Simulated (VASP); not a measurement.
SrAs12Os4:

```
CELL_PARAMETERS angstrom
-4.28050 4.28050 4.28050
4.28050 -4.28050 4.28050
4.28050 4.28050 -4.28050
ATOMIC_POSITIONS crystal
Sr 0.00000 0.00000 0.00000
As 0.34906 0.19942 0.85035
As 0.65094 0.80058 0.14965
As 0.65094 0.50129 0.85035
As 0.34906 0.49871 0.14965
As 0.19942 0.85035 0.34906
As 0.80058 0.14965 0.65094
As 0.50129 0.85035 0.65094
As 0.49871 0.14965 0.34906
As 0.85035 0.34906 0.19942
As 0.14965 0.65094 0.80058
As 0.85035 0.65094 0.50129
As 0.14965 0.34906 0.49871
Os 0.00000 0.00000 0.50000
Os 0.50000 0.00000 0.00000
Os 0.00000 0.50000 0.00000
Os 0.50000 0.50000 0.50000
```

```yaml
Program: VASP 6.6.1
Task: relaxation of cell and atoms
Functional: PBE
Potentials_or_basis: VASP PAW PBE potentials, release 64 (Sr_sv, As, Os)
Cutoff: 600 eV
k_mesh: 6 × 6 × 6
Occupations: gaussian, width 0.1 eV
Spin: no spin polarisation
```

At the start: pressure 4.8 GPa; volume 18.45 Å³/atom.

How do energy, volume and symmetry change on relaxing?

Over 9 steps the energy falls by 9.5 meV/atom and the volume is 19.07 Å³/atom (+3.4 %); space group Im-3 (No. 204, to 0.1 Å) before and after.

The path:
| step | energy change (eV) | largest force (eV/Å) | pressure (GPa) | volume (Å³) |
| --- | --- | --- | --- | --- |
| 1 | 0.0000 | 0.1829 | 4.83 | 313.72 |
| 2 | 0.1269 | 0.2018 | -5.56 | 339.67 |
| 3 | -0.1579 | 0.0734 | -0.04 | 324.40 |
| 4 | -0.1579 | 0.0735 | 0.03 | 324.19 |
| 5 | -0.1601 | 0.0476 | 0.04 | 324.18 |
| 6 | -0.1617 | 0.0171 | 0.06 | 324.18 |
| 7 | -0.1617 | 0.0012 | -0.12 | 324.56 |
| 8 | -0.1617 | 0.0088 | -0.04 | 324.37 |
| 9 | -0.1618 | 0.0015 | 0.00 | 324.24 |

Final structure:
```
CELL_PARAMETERS angstrom
-4.32783 4.32783 4.32783
4.32783 -4.32783 4.32783
4.32783 4.32783 -4.32783
ATOMIC_POSITIONS crystal
Sr 0.00000 0.00000 0.00000
As 0.35010 0.19965 0.84955
As 0.64990 0.80035 0.15045
As 0.64990 0.49944 0.84955
As 0.35010 0.50056 0.15045
As 0.19965 0.84955 0.35010
As 0.80035 0.15045 0.64990
As 0.49944 0.84955 0.64990
As 0.50056 0.15045 0.35010
As 0.84955 0.35010 0.19965
As 0.15045 0.64990 0.80035
As 0.84955 0.64990 0.49944
As 0.15045 0.35010 0.50056
Os 0.00000 0.00000 0.50000
Os 0.50000 0.00000 0.00000
Os 0.00000 0.50000 0.00000
Os 0.50000 0.50000 0.50000
```
